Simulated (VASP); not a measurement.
NaCl:

```xyz
2
Lattice="3.5022 0.0000 0.0000 0.0000 3.5022 0.0000 0.0000 0.0000 3.5022" Properties=species:S:1:pos:R:3 pbc="T T T"
Cl    1.7511    1.7511    1.7511
Na    0.0000    0.0000    0.0000
```

| Property | Result |
| --- | --- |
| Program | VASP 6.6.1 |
| Task | relaxation of cell and atoms |
| Functional | PBEsol |
| Dispersion | D4 |
| Potentials or basis | VASP PAW PBE potentials, release 64 (Cl, Na_pv) |
| Cutoff | 600 eV |
| k mesh | 8 × 8 × 8 |
| Occupations | fermi-dirac, width 0.05 eV |
| Spin | no spin polarisation |

At the start: pressure -1.6 GPa; volume 21.48 Å³/atom.

**Question.** How do energy, volume and symmetry change on relaxing?

**Answer.** Over 4 steps the energy falls by 7.3 meV/atom and the volume is 20.15 Å³/atom (-6.2 %); space group Pm-3m (No. 221, to 0.05 Å).

The path:
```csv
step,energy change (eV),largest force (eV/Å),pressure (GPa),volume (Å³)
1,0.0000,0.0000,-1.65,42.96
2,-0.0109,0.0000,-0.88,41.60
3,-0.0146,0.0000,-0.13,40.49
4,-0.0147,0.0000,0.02,40.30
```

Final structure:
```cif
data_structure
_symmetry_space_group_name_H-M 'P 1'
_symmetry_Int_Tables_number 1
_cell_length_a 3.4285
_cell_length_b 3.4285
_cell_length_c 3.4285
_cell_angle_alpha 90.000
_cell_angle_beta 90.000
_cell_angle_gamma 90.000
_cell_volume 40.30
loop_
_atom_site_label
_atom_site_type_symbol
_atom_site_fract_x
_atom_site_fract_y
_atom_site_fract_z
_atom_site_occupancy
Cl1 Cl 0.50000 0.50000 0.50000 1
Na1 Na 0.00000 0.00000 0.00000 1
```

Caveat: the PAW data sets were made with another functional, which shifts forces and pressure a little.
